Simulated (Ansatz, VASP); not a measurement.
## K in VASP and in Ansatz

```
K
1.0
     4.22948    0.00000    0.00000
     0.00000    4.22948    0.00000
     0.00000    0.00000    4.22948
K
1
Cartesian
  0.0000 0.0000 0.0000
```

Change from the starting cell: volume scaled by 0.95, LAPW.

Alike in both runs: task single point; functional PBE; k mesh 10 × 10 × 10; occupations fermi-dirac, width 0.08 eV; no spin polarisation.

```csv
,VASP,Ansatz
version,VASP 6.6.1,Ansatz 0.2.0
potentials or method,"VASP PAW PBE potentials, release 64 (K_sv), cutoff 520 eV","all-electron LAPW, scalar-relativistic"
```

|  | VASP | Ansatz | Ansatz less VASP |
| --- | --- | --- | --- |
| pressure (GPa) | 0.1 | 0.1 | +0.01 |

Ansatz ran all-electron here, and VASP with PAW potentials.
